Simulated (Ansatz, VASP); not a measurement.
# Two plane-wave programs on GaSb

INCAR

```
SYSTEM = GaSb
ALGO = Normal
EDIFF = 1E-6
ENCUT = 520
GGA = PE
ISIF = 2
ISMEAR = 0
LASPH = .TRUE.
LCHARG = .TRUE.
LELF = .TRUE.
LREAL = .FALSE.
LVHAR = .TRUE.
LWAVE = .FALSE.
NBANDS = 16
NELM = 80
PREC = Accurate
SIGMA = 0.15
```

Contents of KPOINTS:

```
k-points
0
G
  14 14 14
  0 0 0
```

Contents of POSCAR:

```
GaSb
1.0
    0.0000000000      3.1202969645      3.0379680309
    3.0379680309      0.0000000000      3.0379680309
    3.0379680309      3.1202969645      0.0000000000
Ga Sb
1 1
Direct
    0.0000000000      0.0000000000      0.0000000000
    0.7500000000      0.7500000000      0.7500000000
```

Input for Ansatz:

```yaml
crystal:
  lattice:
    - [0.0, 3.1202969645, 3.0379680309]
    - [3.0379680309, 0.0, 3.0379680309]
    - [3.0379680309, 3.1202969645, 0.0]
  atoms:
    - { symbol: Ga, position: [0.0, 0.0, 0.0] }
    - { symbol: Sb, position: [0.75, 0.75, 0.75] }
basis:
  ecutwfc: 420
kpoints:
  mp_grid: { grid: [14, 14, 14] }
hamiltonian:
  xc: pbe
  pseudopotentials: { kind: paw, azcp: { folder: soft_1 } }
scf:
  occupations: { method: gaussian, width: 0.15 }
output:
  forces: true
  stress: true
  eigenvalues: true
  write_density: true
  write_potential: true
  elf: true
  volumetric_format: npy
```

Alike in both runs: task single point; functional PBE; k mesh 14 × 14 × 14; occupations gaussian, width 0.15 eV; no spin polarisation.

|  | VASP | Ansatz |
| --- | --- | --- |
| version | VASP 6.6.1 | Ansatz 0.2.0 |
| potentials or method | VASP PAW PBE potentials, release 64 (Ga_d, Sb), cutoff 520 eV | scalar-relativistic, plane waves, PAW |
| valence electrons in the cell | 18 | 28 |

Ansatz gave:

```
gap on the k mesh at the Fermi level (eV)                     : none
pressure (GPa)                                                : 2.0
traceless stress, the component that is largest in VASP (GPa) : -0.80
```

Estimate VASP's values.

gap on the k mesh at the Fermi level (eV): none; pressure (GPa): 2.1; traceless stress, the component that is largest in VASP (GPa): -0.80.

A gap of «none» marks a metal or a gap that the smearing closes. VASP's potentials hold 18 valence electrons a cell and Ansatz's 28, so a difference there can come from the potentials and not from the codes.

Spin-orbit coupling is off throughout.
